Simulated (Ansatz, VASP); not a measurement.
## TiH6 in VASP and in Ansatz

```xyz
7
Lattice="3.2729 0.0000 0.0000 0.0000 3.2729 0.0000 0.0000 0.0000 3.2729" Properties=species:S:1:pos:R:3 pbc="T T T"
Ti    1.6365    1.6365    1.6365
H     2.1051    0.0000    0.0000
H     1.1678    0.0000    0.0000
H     0.0000    2.1051    0.0000
H     0.0000    1.1678    0.0000
H     0.0000    0.0000    2.1051
H     0.0000    0.0000    1.1678
```

Alike in both runs: functional PBE; k mesh 4 × 4 × 4; occupations gaussian, width 0.1 eV; no spin polarisation.

Ansatz relaxed the structure, and its values are those at the end. VASP's run is a single point on that final structure, the one shown.

|  | VASP | Ansatz |
| --- | --- | --- |
| version | VASP 6.6.1 | Ansatz 0.2.0 |
| potentials or method | VASP PAW PBE potentials, release 64 (Ti_sv, H), cutoff 500 eV | scalar-relativistic, plane waves, PAW |
| valence electrons in the cell | 18 | 18 |

```csv
,VASP,Ansatz,Ansatz less VASP
gap on the k mesh at the Fermi level (eV),none,none,-
pressure (GPa),-0.3,0.0,+0.33
```

A gap of «none» marks a metal or a gap that the smearing closes.

The k mesh is coarse, so the values compare programs but aren't converged.
